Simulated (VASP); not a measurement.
Wanted: the native input for a VASP 6.6.1 run.

| Quantity | Value |
| --- | --- |
| Task | electric field gradients |
| Functional | PBE |
| Potentials or basis | VASP PAW PBE potentials, release 64 (La) |
| Cutoff | 520 eV |
| k mesh | 12 × 12 × 7 |
| Occupations | fermi-dirac, width 0.05 eV |
| Spin | no spin polarisation |
| Dipole correction | no |
| Further INCAR settings | ALGO = Normal; EDIFF = 1e-08; NBANDS = 18 |

The structure of La lies in POSCAR:

```
La
1.0
    3.8081129967      0.0000000000      0.0000000000
   -1.9040564983      3.2979225957      0.0000000000
    0.0000000000      0.0000000000      6.1163693195
La
2
Direct
    0.3333333333      0.6666666667      0.2500000000
    0.6666666667      0.3333333333      0.7500000000
```

This cell differs from its parent crystal: volume scaled by 1.02.

The input as run:

INCAR

```
PREC     = Accurate       # precision mode
ENCUT    = 520            # plane-wave cutoff, eV
EDIFF    = 1E-8           # SCF threshold, eV
ISMEAR   = -1             # smearing method
SIGMA    = 0.05           # smearing width, eV
LREAL    = F              # projectors in reciprocal space
LASPH    = T              # aspherical terms in the spheres
NELM     = 100            # most SCF steps
ALGO     = Normal         # electronic algorithm
ISIF     = 2              # what is computed and relaxed
LWAVE    = F              # write WAVECAR
LCHARG   = F              # write CHGCAR
GGA      = PE             # functional
LEFG     = T            
NBANDS   = 18             # bands
```

KPOINTS

```
Automatic mesh
0
Gamma
  12 12 7
```

Potentials or basis: VASP PAW PBE potentials, release 64 (La).

Launch:

```console
$ cat potpaw_PBE.64/La/POTCAR > POTCAR
$ mpirun -np 1 vasp_std > vasp.out
```

Results of the run:

| Item | Value |
| --- | --- |
| Pressure | -0.4 GPa |
| Band gap on the k mesh | zero (band 11 reaches 8.65 eV, above the bottom of band 12 at 7.32 eV) |

Caveat: without QUAD_EFG the Cq values of the log hold for a quadrupole moment of 1 mb, not for the nuclei; spin-orbit coupling is left out, which moves the levels of the heavy elements.

It took 2.2 min on 1 thread of Oxide Virtual Turin-like Processor (shared host), peak memory 0.23 GiB.
